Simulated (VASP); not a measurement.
Set up this calculation in VASP 6.6.1, as the native input.

| Item | Value |
| --- | --- |
| Task | single point |
| Functional | PBE |
| Potentials or basis | VASP PAW PBE potentials, release 64 (Bi_d, O) |
| Cutoff | 520 eV |
| k mesh | 14 × 14 × 14 |
| Occupations | gaussian, width 0.1 eV |
| Spin | no spin polarisation |
| Dipole correction | no |
| Further INCAR settings | ALGO = Normal; EDIFF = 1e-07; NBANDS = 25 |

The structure of Bi2O lies in POSCAR:

```
Bi2O
1.0
   -2.4046464699      2.4046464699      3.3077218265
    2.4046464699     -2.4046464699      3.3077218265
    2.4046464699      2.4046464699     -3.3077218265
Bi O
2 1
Direct
    0.5000000000      0.0000000000      0.5000000000
    0.0000000000      0.5000000000      0.5000000000
    0.0000000000      0.0000000000      0.0000000000
```

The input as run:

INCAR

```
PREC = Accurate
ENCUT = 520
EDIFF = 1E-7
ISMEAR = 0
SIGMA = 0.1
LREAL = F
LASPH = T
NELM = 80
ALGO = Normal
ISIF = 2
LWAVE = F
LCHARG = F
GGA = PE
NBANDS = 25
```

KPOINTS

```
Automatic mesh
0
Gamma
  14 14 14
```

Potentials or basis: VASP PAW PBE potentials, release 64 (Bi_d, O).

Run with:

```console
$ cat potpaw_PBE.64/Bi_d/POTCAR potpaw_PBE.64/O/POTCAR > POTCAR
$ mpirun -np 1 vasp_std > vasp.out
```

Results of the run:

```yaml
Pressure: 0.0 GPa
Band_gap_on_the_k_mesh: zero (band 18 reaches 6.83 eV, above the bottom of band 19 at 5.81 eV)
```

Caveat: spin-orbit coupling is left out, which moves the levels of the heavy elements.

It took 3.9 min on 1 thread of AMD EPYC 9R45 96-Core Processor (Zen 5), with other jobs on the host, peak memory 0.46 GiB.
